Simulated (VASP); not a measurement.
# H3CCl in VASP: a series of runs

Runs on H3CCl. Level: PBE. Tasks: single point.

All numbers are computed with VASP 6.6.1; they aren't measurements. Logs are shortened: lines on timing, memory, paths and dates and some standing lists are left out, and cuts for length are marked.

**1. The cell of the first run**

The cell holds a disordered packing, 40 atoms: a = 9.029 Å, b = 9.029 Å, c = 9.029 Å, α = 90.00°, β = 90.00°, γ = 90.00°.

**2. Single point, PBE**

INCAR

```
PREC     = Accurate       # precision mode
ENCUT    = 520            # plane-wave cutoff, eV
EDIFF    = 1E-6           # SCF threshold, eV
ISMEAR   = -1             # smearing method
SIGMA    = 0.05           # smearing width, eV
LREAL    = Auto         
LASPH    = True           # aspherical terms in the spheres
NELM     = 120            # most SCF steps
ALGO     = Normal         # electronic algorithm
ISIF     = 2              # what is computed and relaxed
LWAVE    = False          # write WAVECAR
LCHARG   = False          # write CHGCAR
GGA      = PE             # functional
NBANDS   = 82             # bands
GGA_COMPAT= False
```

KPOINTS

```
regular mesh
0
Gamma
  1 1 1
```

POSCAR

```
H3CCl
1.0
    9.0287150000      0.0000000000      0.0000000000
    0.0000000000      9.0287150000      0.0000000000
    0.0000000000      0.0000000000      9.0287150000
C Cl H
8 8 24
Direct
    0.3395832076      0.5213809496      0.3500608891
    1.0798878910      0.6765303811      0.6375436593
    0.0347779280      0.2460926056      0.7079966529
    0.7119396282      0.4288982430      0.8214347224
    0.3360168086      0.9481304925      1.0308443671
    0.8996296815      0.2826094300      0.2882580744
    0.6426274392      1.0034650557      0.4946994118
    0.8942911588      0.8204268271     -0.0137228830
    0.5267416238      0.4456005090      0.3740399381
    0.9516968915      0.6471242032      0.4843767912
    0.2002499802      0.1724830167      0.6307985134
    0.5544642842      0.5239505290      0.9112038646
    0.2498915959      0.8187654611      1.1560227563
    0.9909494319      0.3834875727      0.1351576609
    0.6415752408      0.8652172541      0.6477222949
    0.8878229072      1.0137544490     -0.0164475233
    0.3131121095      0.5321909042      0.2332225571
    0.2462476665      0.4406164111      0.3823799954
    0.3293602689      0.6293365113      0.4113652940
    1.0557094780      0.7982088260      0.6622315579
    1.0561082059      0.5878909679      0.7131025844
    1.1885412265      0.6688327187      0.5978702396
    0.0453774430      0.2833958099      0.8212796616
   -0.0081739207      0.3424850602      0.6372556892
   -0.0582807188      0.1586826032      0.7007309457
    0.7458757974      0.3546684107      0.9073273439
    0.6597062816      0.3823578438      0.7221625669
    0.7963923991      0.5142038485      0.7910871038
    0.4560892663      0.9438773956      1.0527743981
    0.3055916595      0.8863387536      0.9263112193
    0.2864416476      1.0550227801      1.0560417512
    0.9906282345      0.2529928124      0.3589658107
    0.8472301983      0.3716586469      0.3459074741
    0.8353348179      0.1894954044      0.2493931861
    0.5379503063      0.9706475395      0.4296070925
    0.6198002706      1.1171800195      0.5451163316
    0.7381338319      0.9870839870      0.4305374574
    0.7866789460      0.7714497578     -0.0525213167
    0.9727187091      0.7807201800     -0.1008338396
    0.9431242430      0.7661887655      0.0959715751
```

Potentials or basis: VASP PAW PBE potentials, release 64 (C, Cl, H).

On the command line:

```console
$ cat potpaw_PBE.64/C/POTCAR potpaw_PBE.64/Cl/POTCAR potpaw_PBE.64/H/POTCAR > POTCAR
$ mpirun -np 1 vasp_gam > vasp.out
```

OUTCAR:

```text
PREC = Accurate
   ENCUT = 520
   EDIFF = 1E-6
   ISMEAR = -1
   LREAL = Auto
   LASPH = True
   NELM = 120
   ISIF = 2
   GGA = PE

 ion  position               nearest neighbor table
   1  0.340  0.521  0.350-  17 1.09  19 1.12  18 1.15   9 1.84
   2  0.080  0.677  0.638-  22 1.05  21 1.07  20 1.14  10 1.82
   3  0.035  0.246  0.708-  23 1.08  24 1.15  25 1.15  11 1.78
   4  0.712  0.429  0.821-  26 1.07  27 1.10  28 1.12  12 1.85
   5  0.336  0.948  0.031-  31 1.09  29 1.10  30 1.13  13 1.80
   6  0.900  0.283  0.288-  33 1.07  32 1.07  34 1.08  14 1.85
   7  0.643  0.003  0.495-  37 1.05  36 1.14  35 1.15  15 1.86
   8  0.894  0.820  0.986-  39 1.12  38 1.12  40 1.19  16 1.75
   9  0.527  0.446  0.374-   1 1.84
  10  0.952  0.647  0.484-   2 1.82
  11  0.200  0.172  0.631-   3 1.78
  12  0.554  0.524  0.911-   4 1.85
  13  0.250  0.819  0.156-   5 1.80
  14  0.991  0.383  0.135-   6 1.85
[... 24 lines left out ...]
  39  0.973  0.781  0.899-   8 1.12
  40  0.943  0.766  0.096-   8 1.19

  LATTYP: Found a simple cubic cell.
 ALAT       =     9.0287150000

  Lattice vectors:

 A1 = (   9.0287150000,   0.0000000000,   0.0000000000)
 A2 = (   0.0000000000,   9.0287150000,   0.0000000000)
 A3 = (   0.0000000000,   0.0000000000,   9.0287150000)

Analysis of symmetry for initial positions (statically):
=====================================================================
 Subroutine PRICEL returns:
 Original cell was already a primitive cell.

 Routine SETGRP: Setting up the symmetry group for a
 simple cubic supercell.

 Subroutine GETGRP returns: Found  1 space group operations
 (whereof  1 operations were pure point group operations)
 out of a pool of 48 trial point group operations.

The static configuration has the point symmetry C_1 .

Analysis of symmetry for dynamics (positions and initial velocities):
=====================================================================
 Subroutine PRICEL returns:
 Original cell was already a primitive cell.

 Routine SETGRP: Setting up the symmetry group for a
 simple cubic supercell.

 Subroutine GETGRP returns: Found  1 space group operations
 (whereof  1 operations were pure point group operations)
 out of a pool of 48 trial point group operations.

The dynamic configuration has the point symmetry C_1 .

 Subroutine INISYM returns: Found  1 space group operations
 (whereof  1 operations are pure point group operations),
 and found     1 'primitive' translations

----------------------------------------------------------------------------------------

                                     Primitive cell

  volume of cell :     736.0000

  direct lattice vectors                    reciprocal lattice vectors
     9.028715000  0.000000000  0.000000000     0.110757732  0.000000000  0.000000000
     0.000000000  9.028715000  0.000000000     0.000000000  0.110757732  0.000000000
     0.000000000  0.000000000  9.028715000     0.000000000  0.000000000  0.110757732

  length of vectors
     9.028715000  9.028715000  9.028715000     0.110757732  0.110757732  0.110757732

  position of ions in fractional coordinates (direct lattice)
     0.339583208  0.521380950  0.350060889
     0.079887891  0.676530381  0.637543659
     0.034777928  0.246092606  0.707996653
     0.711939628  0.428898243  0.821434722
     0.336016809  0.948130492  0.030844367
     0.899629682  0.282609430  0.288258074
[... 32 lines left out ...]
     0.972718709  0.780720180  0.899166160
     0.943124243  0.766188765  0.095971575

  ion indices of the primitive-cell ions
   primitive index   ion index
                 1           1
                 2           2
                 3           3
                 4           4
                 5           5
                 6           6
[... 32 lines left out ...]
                39          39
                40          40

----------------------------------------------------------------------------------------

 KPOINTS: regular mesh

Automatic generation of k-mesh.
 Grid dimensions read from file:
 generate k-points for:    1    1    1

 Generating k-lattice:

  Cartesian coordinates                     Fractional coordinates (reciprocal lattice)
     0.110757732  0.000000000  0.000000000     1.000000000  0.000000000  0.000000000
     0.000000000  0.110757732  0.000000000     0.000000000  1.000000000  0.000000000
     0.000000000  0.000000000  0.110757732     0.000000000  0.000000000  1.000000000

  Length of vectors
     0.110757732  0.110757732  0.110757732

  Shift w.r.t. Gamma in fractional coordinates (k-lattice)
     0.000000000  0.000000000  0.000000000

 Subroutine IBZKPT returns following result:
 ===========================================

 Found      1 irreducible k-points:

 Following reciprocal coordinates:
            Coordinates               Weight
  0.000000  0.000000  0.000000      1.000000
   k-points           NKPTS =      1   k-points in BZ     NKDIM =      1   number of bands    NBANDS=     82
   number of dos      NEDOS =    301   number of ions     NIONS =     40
   total plane-waves  NPLWV = 343000
   dimension x,y,z NGX =    70 NGY =   70 NGZ =   70
   dimension x,y,z NGXF=   140 NGYF=  140 NGZF=  140
   ions per type =               8   8  24
   NGX,Y,Z   is equivalent  to a cutoff of  12.89, 12.89, 12.89 a.u.
   NGXF,Y,Z  is equivalent  to a cutoff of  25.78, 25.78, 25.78 a.u.
 SYSTEM =  unknown system
   PREC   = accura    normal or accurate (medium, high low for compatibility)
   ISTART =      0    job   : 0-new  1-cont  2-samecut
   ICHARG =      2    charge: 1-file 2-atom 10-const
   ISPIN  =      1    spin polarized calculation?
   LNONCOLLINEAR =      F non collinear calculations
   LSORBIT =      F    spin-orbit coupling
   LASPH  =      T    aspherical Exc in radial PAW
   ENCUT  =  520.0 eV  38.22 Ry    6.18 a.u.  16.79 16.79 16.79*2*pi/ulx,y,z
   NELM   =    120;   NELMIN=  2; NELMDL= -5     # of ELM steps
   EDIFF  = 0.1E-05   stopping-criterion for ELM
   LREAL  =      T    real-space projection
   EDIFFG = 0.1E-04   stopping-criterion for IOM
   NSW    =      0    number of steps for IOM
[... 5 lines left out ...]
   TEBEG  =    0.0;   TEEND  =   0.0 temperature during run
   PSTRESS=    0.0 pullay stress
   NELECT =     112.0000    total number of electrons
   NUPDOWN=      -1.0000    fix difference up-down
   EMIN   =  10.00;   EMAX   =-10.00  energy-range for DOS
   EFERMI =   0.00;   METHOD = LEGACY
   ISMEAR =    -1;   SIGMA  =   0.05  broadening in eV -4-tet -1-fermi 0-gaus
   EFERMI_NEDOS =   21; number of points for ismear=-14 and -15
   IALGO  =     38    algorithm
   IMIX   =      4    mixing-type and parameters
     AMIX     =   0.40;   BMIX     =  1.00
     AMIX_MAG =   1.60;   BMIX_MAG =  1.00
  volume/ion in A,a.u.               =      18.40       124.17
  Fermi-wavevector in a.u.,A,eV,Ry     =   0.874020  1.651659 10.393649  0.763912
  Thomas-Fermi vector in A             =   1.993493
   LORBIT       =      0    0 simple, 1 ext, 2 COOP (PROOUT), +10 PAW based schemes
   GGA     = PE    functional components
[... 5 lines left out ...]
 non-spin polarized calculation
  energy-cutoff  :      520.00
  volume of cell :      736.00
 maximum number of plane-waves:      9919
 NGX is ok and might be reduce to    70
   NGX = 33   NGY = 33   NGZ = 33

 number of electron     111.9999996 magnetization

 Free energy of the ion-electron system (eV)
  ---------------------------------------------------
  ext. energy  EPLUGINS =         0.00000000
  ---------------------------------------------------
  free energy    TOTEN  =      -178.24850353 eV

  energy without entropy =     -178.24850353  energy(sigma->0) =     -178.24850353

 E-fermi :  -2.3017     XC(G=0):  -5.8975

 val. band max:       -3.5708454326   @ k =   0.0000   0.0000   0.0000
 cond. band min:       1.6753173228   @ k =   0.0000   0.0000   0.0000
 fundamental gap:      5.2461627553
 Fermi energy:        -2.3017120344

 k-point     1 :       0.0000    0.0000    0.0000
  band No.  band energies     occupation
      1     -18.2770      2.00000
      2     -18.2324      2.00000
      3     -18.1170      2.00000
      4     -17.9792      2.00000
      5     -17.9171      2.00000
      6     -17.6732      2.00000
[... 60 lines left out ...]
     67       3.5300      0.00000
     68       3.7083      0.00000
 [bands above 68 left out]

------------------------ aborting loop because EDIFF is reached ----------------------------------------

  FORCE on cell =-STRESS in cart. coord.  units (eV):
  Direction    XX          YY          ZZ          XY          YZ          ZX
  --------------------------------------------------------------------------------------
  -------------------------------------------------------------------------------------
  Total       -5.2193263     -7.2568368     -1.2270628     -1.6121631     -0.5307160     -3.6153169
  in kB      -11.3618015    -15.7971995     -2.6711578     -3.5094716     -1.1553004     -7.8700796
  external PRESSURE =      -9.9433863 kB  Pullay stress =       0.0000000 kB

 VOLUME and BASIS-vectors are now :
 -----------------------------------------------------------------------------
  energy-cutoff  :      520.00
  volume of cell :      736.00
      direct lattice vectors                 reciprocal lattice vectors
     9.028715000  0.000000000  0.000000000     0.110757732  0.000000000  0.000000000
     0.000000000  9.028715000  0.000000000     0.000000000  0.110757732  0.000000000
     0.000000000  0.000000000  9.028715000     0.000000000  0.000000000  0.110757732

 POSITION                                       TOTAL-FORCE (eV/Angst)
 -----------------------------------------------------------------------------------
      3.06600      4.70740      3.16060        -1.090161     -0.750963      0.676236
      0.72128      6.10820      5.75620        -2.008917      1.987124     -0.854921
      0.31400      2.22190      6.39230        -2.329430     -0.041177     -1.589859
      6.42790      3.87240      7.41650        -1.066160      1.603964     -0.269138
      3.03380      8.56040      0.27848        -0.153694     -1.689295     -0.363632
      8.12250      2.55160      2.60260         1.307855      1.062279     -0.616809
[... 32 lines left out ...]
      8.78240      7.04890      8.11831        -0.153489      0.500222      0.410578
      8.51520      6.91770      0.86650        -1.262983      1.299781     -1.656402
 -----------------------------------------------------------------------------------
    total drift:                               -0.005390     -0.006670      0.009205

  FREE ENERGIE OF THE ION-ELECTRON SYSTEM (eV)
  ---------------------------------------------------
  free  energy   TOTEN  =      -178.2485035342 eV

  energy  without entropy=     -178.2485035341  energy(sigma->0) =     -178.24850353
```

Wall time 2.2 min (1 thread of AMD EPYC 7R43 (Zen 3), shared host); peak memory 0.65 GiB.

Results:

| Property | Result |
| --- | --- |
| Free energy | -178.2485 eV |
| Pressure | -1.0 GPa |
| Largest force | 3.946 eV/Å |
| Band gap on the k mesh | 5.25 eV |

Forces on the atoms (eV/Å):
```
C   -1.090 -0.751  0.676
C   -2.009  1.987 -0.855
C   -2.329 -0.041 -1.590
C   -1.066  1.604 -0.269
C   -0.154 -1.689 -0.364
C    1.308  1.062 -0.617
C   -3.685 -0.142  1.404
C    0.835 -2.649  0.295
Cl  -1.156  0.301 -0.066
Cl   0.319 -0.217 -0.050
Cl  -0.103  0.115  0.189
Cl   0.483  0.022 -0.248
Cl  -0.015  0.010  0.700
Cl  -0.392 -0.604  0.230
Cl   0.130  0.799 -0.666
Cl  -0.004  0.309  0.314
H    0.629  0.447 -0.375
H    1.495  0.667  0.391
H    0.261 -0.909 -0.546
H    0.326 -1.564  0.615
H   -0.143  0.074  0.928
H    1.605 -0.235 -0.663
H    0.401 -0.057  0.438
H    0.752 -0.917  0.638
H    1.318  0.908  0.243
H    0.541 -0.720  0.097
H    0.414 -0.302  0.117
H   -0.501 -0.549  0.270
H   -0.283  0.148 -0.209
H    0.549  1.567  0.348
H   -0.026  0.179 -0.550
H    0.543 -0.714  0.275
H   -1.123  0.307  0.288
H   -0.273 -0.046 -0.236
H    1.364  0.514  0.545
H    0.676 -1.201 -0.609
H    1.395  0.030 -0.670
H    0.422  0.458  0.824
H   -0.153  0.500  0.411
H   -1.263  1.300 -1.656
```

Stress tensor (GPa, compression positive):
```
-1.14 -0.35 -0.79
-0.35 -1.58 -0.12
-0.79 -0.12 -0.27
```

Levels at points of the mesh, in eV from the valence-band top:
| k point | band 53 | band 54 | band 55 | band 56 | band 57 | band 58 | band 59 | band 60 |
| --- | --- | --- | --- | --- | --- | --- | --- | --- |
| (0.00, 0.00, 0.00) | -0.11 | -0.07 | -0.04 | 0.00 | 5.25 | 5.36 | 5.61 | 5.82 |

Caveat: the k points lie up to 0.70 Å⁻¹ apart; the atoms stand as in a frame of molecular dynamics.

(Continued in part 2 of 2.)
